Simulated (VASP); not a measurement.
**Sn: electric field gradients with PBEsol**

Sn:

```
Sn
1.0
     0.00000    3.23334    3.23334
     3.23334    0.00000    3.23334
     3.23334    3.23334    0.00000
Sn
2
Direct
  0.84250 0.05250 0.05250
  0.40750 0.19750 0.19750
```

This cell differs from its parent crystal: shortest bond scaled by 0.58.

* Program: VASP 6.6.1
* Task: electric field gradients
* Functional: PBEsol
* Potentials or basis: VASP PAW PBE potentials, release 64 (Sn_d)
* Cutoff: 520 eV
* k mesh: 8 × 8 × 8
* Occupations: fermi-dirac, width 0.05 eV
* Spin: no spin polarisation
* Dipole correction: no
* Further INCAR settings: ALGO = Normal; EDIFF = 1e-08; NBANDS = 21

The pressure is 82.1 GPa. The largest force is 64.953 eV/Å. The band gap on the k mesh is zero (bands 14 and 15 overlap by 0.34 eV). The largest electric field gradient by atom is Sn +127.5 V/Å².

Forces in eV/Å, atoms in the order of the input:
```
Sn  -37.501  37.501  37.501
Sn   37.501 -37.501 -37.501
```

Stress tensor (GPa, compression positive):
```
 82.14 -82.79 -82.79
-82.79  82.14  82.79
-82.79  82.79  82.14
```

Levels at points of the mesh, in eV from the Fermi level:
| k point | band 12 | band 13 | band 14 | band 15 | band 16 | band 17 |
| --- | --- | --- | --- | --- | --- | --- |
| (0.00, 0.00, 0.00) | -0.31 | 0.06 | 0.06 | 0.10 | 3.41 | 3.41 |
| (0.50, 0.00, 0.00) | -6.21 | -1.24 | -1.24 | 2.64 | 5.06 | 5.06 |
| (0.00, 0.50, 0.00) | -4.58 | -0.75 | 0.02 | 0.03 | 2.28 | 5.85 |
| (0.50, 0.50, 0.00) | -5.11 | -2.15 | -1.07 | -0.28 | 2.59 | 8.00 |

Electric field gradients, principal values (V/Å²):
| atom | least | middle | greatest (by size) |
| --- | --- | --- | --- |
| 1 Sn | -63.761 | -63.762 | 127.523 |
| 2 Sn | -63.761 | -63.762 | 127.523 |

Wall time 3 min on 1 thread of Intel Xeon 8259CL (shared host), peak memory 0.24 GiB.

Caveat: the cell differs from its parent crystal (shortest bond scaled by 0.58); atoms lie so close that the PAW spheres overlap strongly, which falsifies energies and pressures; the cell stands under pressure; without QUAD_EFG the Cq values of the log hold for a quadrupole moment of 1 mb, not for the nuclei; the PAW data sets were made with another functional, which shifts forces and pressure a little; spin-orbit coupling is left out, which moves the levels of the heavy elements.
